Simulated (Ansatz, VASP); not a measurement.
## TaSi2: VASP beside Ansatz

```
Ta Si
1.0
     4.78390    0.00000    0.00000
    -2.39195    4.14298    0.00000
     0.00000    0.00000    6.57000
Ta Si
3 6
Direct
  0.00662 0.50555 0.33287
  0.49832 0.50167 0.66792
  0.50963 0.00957 0.99623
  0.31157 0.16488 0.32974
  0.16151 0.84620 0.65976
  0.83906 0.68458 0.99975
  0.67424 0.84471 0.33292
  0.83581 0.14758 0.66616
  0.16949 0.32025 0.99783
```

Change from the starting cell: atoms moved at random, drawn with an rms of 0.05 Å.

Alike in both runs: task single point; functional PBEsol; k mesh 7 × 7 × 4; occupations fermi-dirac, width 0.05 eV; no spin polarisation.

|  | VASP | Ansatz |
| --- | --- | --- |
| version | VASP 6.6.1 | Ansatz 0.2.0 |
| potentials or method | VASP PAW PBE potentials, release 64 (Ta_pv, Si) | Ansatz PAW |
| plane-wave cutoff (eV) | 520 | 420 |
| valence electrons in the cell | 57 | 63 |

|  | VASP | Ansatz | Ansatz less VASP |
| --- | --- | --- | --- |
| gap on the k mesh at the Fermi level (eV) | none | none | - |
| pressure (GPa) | -1.7 | -2.0 | -0.30 |
| traceless stress, the component that is largest in VASP (GPa) | 0.82 | 0.76 | -0.063 |
| rms of the force components (eV/Å) | 0.320 | 0.319 | -0.0012 |

VASP's potentials were made for PBE, not for PBEsol. Atom by atom the forces differ by 0.002 eV/Å (rms over components). A gap of «none» marks a metal or a gap that the smearing closes. VASP's potentials hold 57 valence electrons a cell and Ansatz's 63, so a difference there can come from the potentials and not from the codes.

Spin-orbit coupling is off throughout.
